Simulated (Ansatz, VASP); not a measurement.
Two plane-wave programs on Ru

```
Ru
1.0
     2.74727    0.00000    0.00000
    -1.37363    2.37921    0.00000
     0.00000    0.00000    4.20634
Ru
2
Cartesian
  0.0000 1.5861 1.0516
  1.3736 0.7931 3.1548
```

Alike in both runs: task single point; functional PBEsol; k mesh 21 × 21 × 12; occupations gaussian, width 0.15 eV; no spin polarisation.

|  | VASP | Ansatz |
| --- | --- | --- |
| version | VASP 6.6.1 | Ansatz 0.2.0 |
| potentials or method | VASP PAW PBE potentials, release 64 (Ru_pv), cutoff 520 eV | scalar-relativistic, plane waves, PAW |
| valence electrons in the cell | 28 | 32 |

|  | VASP | Ansatz | Ansatz less VASP |
| --- | --- | --- | --- |
| gap on the k mesh at the Fermi level (eV) | none | none | - |
| pressure (GPa) | -9.5 | -9.3 | +0.14 |
| traceless stress, the component that is largest in VASP (GPa) | 8.27 | 8.29 | +0.018 |

VASP's potentials were made for PBE, not for PBEsol, and Ansatz warns of the same on its side. A gap of «none» marks a metal or a gap that the smearing closes. VASP's potentials hold 28 valence electrons a cell and Ansatz's 32, so a difference there can come from the potentials and not from the codes.
